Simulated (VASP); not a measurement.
MgO, 2 atoms in the cell. The structure is cubic, space group Fm-3m (No. 225). Conventional cell: a = 4.254 Å, b = 4.254 Å, c = 4.254 Å, α = 90.00°, β = 90.00°, γ = 90.00°. Within 2.8 Å of Mg (site symmetry m-3m) lie 6 O at 2.13 Å. Within 2.8 Å of O (site symmetry m-3m) lie 6 Mg at 2.13 Å. 

```yaml
Program: VASP 6.6.1
Task: single point
Functional: PBE
Potentials_or_basis: VASP PAW PBE potentials, release 64 (Mg, O)
Cutoff: 520 eV
k_mesh: 10 × 10 × 10
Occupations: gaussian, width 0.05 eV
Spin: no spin polarisation
Dipole_correction: no
Further_INCAR_settings: ALGO = Normal; EDIFF = 1e-06; NBANDS = 11
```

Potentials or basis: VASP PAW PBE potentials, release 64 (Mg, O).

Launch:

```console
$ cat potpaw_PBE.64/Mg/POTCAR potpaw_PBE.64/O/POTCAR > POTCAR
$ mpirun -np 1 vasp_std > vasp.out
```

Hardware: 1 thread of Intel Xeon 6975P-C (shared host).

**Question.** Estimate the wall time of this run.

**Answer.** It took 7.3 s on 1 thread of Intel Xeon 6975P-C, on a shared host, peak memory 0.14 GiB. Counts: scf iterations 12, k points 47.
